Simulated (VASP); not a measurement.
# BaTiO3 (R3m) in VASP: further runs, part 2 of 2

VASP 6.6.1. Earlier steps stand in the parts before.

**4. Electric field gradients, PBE (13.61 Å³/atom)**

This run uses another cell than the first one, of 13.61 Å³/atom.

Input file INCAR:

```
ALGO = Normal
EDIFF = 1E-8
ENCUT = 520
GGA = PE
ISIF = 2
ISMEAR = -1
LASPH = True
LCHARG = False
LEFG = True
LREAL = False
LWAVE = False
NBANDS = 28
NELM = 60
PREC = Accurate
SIGMA = 0.05
```

Input file KPOINTS:

```
k-points
0
Gamma
  9 9 9
```

Input file POSCAR:

```
BaTiO3
1.0
    2.8831267109      1.6645739827      2.3631888664
   -2.8831267109      1.6645739827      2.3631888664
    0.0000000000     -3.3291479653      2.3631888664
Ba Ti O
1 1 3
Direct
    0.0000000000      0.0000000000      0.0000000000
    0.5140000000      0.5140000000      0.5140000000
    0.4916000000      0.4916000000      0.9815000000
    0.4916000000      0.9815000000      0.4916000000
    0.9815000000      0.4916000000      0.4916000000
```

Potentials or basis: VASP PAW PBE potentials, release 64 (Ba_sv, Ti_sv, O).

The run is started by

```bash
$ cat potpaw_PBE.64/Ba_sv/POTCAR potpaw_PBE.64/Ti_sv/POTCAR potpaw_PBE.64/O/POTCAR > POTCAR
$ mpirun -np 1 vasp_std > vasp.out
```

OUTCAR:

```text
EDIFF = 1E-8
   ENCUT = 520
   GGA = PE
   ISIF = 2
   ISMEAR = -1
   LASPH = True
   LREAL = False
   NELM = 60
   PREC = Accurate

 ion  position               nearest neighbor table
   1  0.000  0.000  0.000-   4 2.84   5 2.84   3 2.84   3 2.88   3 2.88   4 2.88   5 2.88   5 2.88
                             4 2.88   5 2.94   4 2.94   3 2.94   2 3.45   2 3.50   2 3.50   2 3.50
   2  0.514  0.514  0.514-   3 1.91   4 1.91   5 1.91   3 2.18   4 2.18   5 2.18   1 3.45   1 3.50
                             1 3.50   1 3.50   1 3.57   1 3.57   1 3.57   1 3.64
   3  0.492  0.492  0.981-   2 1.91   2 2.18   1 2.84   1 2.88   1 2.88   1 2.94
   4  0.492  0.981  0.492-   2 1.91   2 2.18   1 2.84   1 2.88   1 2.88   1 2.94
   5  0.981  0.492  0.492-   2 1.91   2 2.18   1 2.84   1 2.88   1 2.88   1 2.94

  LATTYP: Found a trigonal (rhomboedric) cell.
 ALAT       =     4.0826324588
 COS(alpha) =     0.0025827226

  Lattice vectors:

 A1 = (   2.8831267109,   1.6645739827,   2.3631888664)
 A2 = (  -2.8831267109,   1.6645739827,   2.3631888664)
 A3 = (   0.0000000000,  -3.3291479653,   2.3631888664)

Analysis of symmetry for initial positions (statically):
=====================================================================
 Subroutine PRICEL returns:
 Original cell was already a primitive cell.

 Routine SETGRP: Setting up the symmetry group for a
 trigonal (rhombohedral) supercell.

 Subroutine GETGRP returns: Found  6 space group operations
 (whereof  6 operations were pure point group operations)
 out of a pool of 12 trial point group operations.

The static configuration has the point symmetry C_3v.

Analysis of symmetry for dynamics (positions and initial velocities):
=====================================================================
[... 921 lines left out ...]
  -------------------------------------------------------------------------------------
  Total       -1.1972116     -1.1972116     -1.1008258      0.0000000     -0.0000000     -0.0000000
  in kB      -28.1880465    -28.1880465    -25.9186665      0.0000000     -0.0000000     -0.0000000
  external PRESSURE =     -27.4315865 kB  Pullay stress =       0.0000000 kB

 VOLUME and BASIS-vectors are now :
 -----------------------------------------------------------------------------
  energy-cutoff  :      520.00
  volume of cell :       68.05
      direct lattice vectors                 reciprocal lattice vectors
     2.883126711  1.664573983  2.363188866     0.173422832  0.100125719  0.141052346
    -2.883126711  1.664573983  2.363188866    -0.173422832  0.100125719  0.141052346
     0.000000000 -3.329147965  2.363188866     0.000000000 -0.200251438  0.141052346

 POSITION                                       TOTAL-FORCE (eV/Angst)
 -----------------------------------------------------------------------------------
      0.00000      0.00000      0.00000         0.000000      0.000000      0.093220
      0.00000      0.00000      3.64404         0.000000      0.000000      0.439760
      0.00000     -1.63095      4.64296         0.000000      0.148709     -0.177660
     -1.41244      0.81547      4.64296         0.128786     -0.074354     -0.177660
      1.41244      0.81547      4.64296        -0.128786     -0.074354     -0.177660
 -----------------------------------------------------------------------------------
    total drift:                               -0.000000      0.000004      0.001053

  FREE ENERGIE OF THE ION-ELECTRON SYSTEM (eV)
  ---------------------------------------------------
  free  energy   TOTEN  =       -40.0368090502 eV

  energy  without entropy=      -40.0368090502  energy(sigma->0) =      -40.03680905

 Electric field gradients (V/A^2)
---------------------------------------------------------------------
 ion       V_xx      V_yy      V_zz      V_xy      V_xz      V_yz
---------------------------------------------------------------------
   1      -1.660    -1.660     3.320     0.000    -0.000    -0.000
   2      -4.950    -4.950     9.900    -0.000    -0.000    -0.000
   3     -13.075    11.729     1.346    -0.000    -0.000   -17.670
   4       5.528    -6.874     1.346   -10.741   -15.303     8.835
   5       5.528    -6.874     1.346    10.741    15.303     8.835
---------------------------------------------------------------------

 Electric field gradients after diagonalization (V/A^2)
 (convention: |V_zz| > |V_xx| > |V_yy|)
----------------------------------------------------------------------
 ion       V_xx      V_yy      V_zz     asymmetry (V_yy - V_xx)/ V_zz
----------------------------------------------------------------------
   1      -1.660    -1.660     3.320       0.000
   2      -4.950    -4.950     9.900       0.000
   3     -13.075   -11.880    24.955       0.048
   4     -13.075   -11.880    24.955       0.048
   5     -13.075   -11.880    24.955       0.048
----------------------------------------------------------------------

           NMR quadrupolar parameters

 Cq : quadrupolar parameter    Cq=e*Q*V_zz/h
 eta: asymmetry parameters     (V_yy - V_xx)/ V_zz
 Q  : nuclear electric quadrupole moment in mb (millibarn)
----------------------------------------------------------------------
 ion       Cq(MHz)       eta       Q (mb)
----------------------------------------------------------------------
   1       0.008       0.000       1.000
   2       0.024       0.000       1.000
   3       0.060       0.048       1.000
   4       0.060       0.048       1.000
   5       0.060       0.048       1.000
----------------------------------------------------------------------
```

OSZICAR:

```text
N       E                     dE             d eps       ncg     rms          rms(c)
DAV:   1     0.432373866383E+03    0.43237E+03   -0.20741E+04  4760   0.153E+03
DAV:   2    -0.377016057517E+01   -0.43614E+03   -0.41538E+03  5484   0.423E+02
DAV:   3    -0.486261086542E+02   -0.44856E+02   -0.43927E+02  6596   0.133E+02
[... 11 lines left out ...]
DAV:  15    -0.400368119817E+02   -0.32674E-05   -0.14309E-05  6728   0.328E-02    0.141E-02
DAV:  16    -0.400368090344E+02    0.29473E-05   -0.10675E-05  5984   0.320E-02    0.168E-03
DAV:  17    -0.400368091107E+02   -0.76295E-07   -0.41895E-07  6284   0.374E-03    0.199E-03
DAV:  18    -0.400368090677E+02    0.42914E-07   -0.12867E-07  6544   0.253E-03    0.623E-04
DAV:  19    -0.400368090470E+02    0.20748E-07   -0.15326E-08  4116   0.114E-03    0.184E-04
DAV:  20    -0.400368090502E+02   -0.32505E-08   -0.30200E-09  3168   0.369E-04
   1 F= -.40036809E+02 E0= -.40036809E+02  d E =-.473533E-10
```

stdout:

```text
POSCAR found type information on POSCAR BaTiO
 POSCAR found :  3 types and       5 ions
 scaLAPACK will be used
 LDA part: xc-table for (Slater+PW92), standard interpolation
 POSCAR, INCAR and KPOINTS ok, starting setup
 FFT: planning ... GRIDC
 FFT: planning ... GRID_SOFT
 FFT: planning ... GRID
 WAVECAR not read
 entering main loop
ion   1

ion   2

ion   3

ion   4
     0.0000293     2.1316814    -1.8315543    -0.4732916     3.1723452    -1.2307268
     0.0000403     2.1316814    -1.8315543    -0.4732916     3.1723451    -1.2307268
     0.0000555     2.1316814    -1.8315543    -0.4732916     3.1723451    -1.2307268
     0.0000765     2.1316813    -1.8315542    -0.4732916     3.1723450    -1.2307268

     0.0000293     8.4041049    -7.0258775    -1.2201028    12.1691769    -4.8521122
     0.0000403     8.4041033    -7.0258762    -1.2201026    12.1691746    -4.8521113
     0.0000555     8.4041005    -7.0258740    -1.2201023    12.1691707    -4.8521097
     0.0000765     8.4040960    -7.0258702    -1.2201017    12.1691642    -4.8521071

ion   5
     0.0000293    -2.1316814    -1.8315543    -0.4732916    -3.1723452    -1.2307268
     0.0000403    -2.1316814    -1.8315543    -0.4732916    -3.1723451    -1.2307268
     0.0000555    -2.1316814    -1.8315543    -0.4732916    -3.1723451    -1.2307268
     0.0000765    -2.1316813    -1.8315542    -0.4732916    -3.1723450    -1.2307268

     0.0000293    -8.4041049    -7.0258775    -1.2201028   -12.1691769    -4.8521122
     0.0000403    -8.4041033    -7.0258762    -1.2201026   -12.1691746    -4.8521113
     0.0000555    -8.4041005    -7.0258740    -1.2201023   -12.1691707    -4.8521097
     0.0000765    -8.4040960    -7.0258702    -1.2201017   -12.1691642    -4.8521071
```

Wall time 4.6 min (1 thread of Intel Xeon 8259CL, shared host); peak memory 0.29 GiB.

What came out:

```
Free energy                             : -40.0368 eV
Pressure                                : -2.7 GPa
Largest force                           : 0.440 eV/Å
Band gap on the k mesh                  : 2.24 eV (least direct gap 2.63 eV)
Largest electric field gradient by atom : Ba +3.3; Ti +9.9; O +25.0 V/Å²
```

Forces on the atoms (eV/Å):
```
Ba   0.000  0.000  0.093
Ti   0.000  0.000  0.440
O    0.000  0.149 -0.178
O    0.129 -0.074 -0.178
O   -0.129 -0.074 -0.178
```

Electric field gradients, principal values (V/Å²):
| atom | least | middle | greatest (by size) |
| --- | --- | --- | --- |
| 1 Ba | -1.660 | -1.660 | 3.320 |
| 2 Ti | -4.950 | -4.950 | 9.900 |
| 3 O | -11.880 | -13.075 | 24.955 |
| 4 O | -11.880 | -13.075 | 24.955 |
| 5 O | -11.880 | -13.075 | 24.955 |

Caveat: without QUAD_EFG the Cq values of the log hold for a quadrupole moment of 1 mb, not for the nuclei; spin-orbit coupling is left out, which moves the levels of the heavy elements.
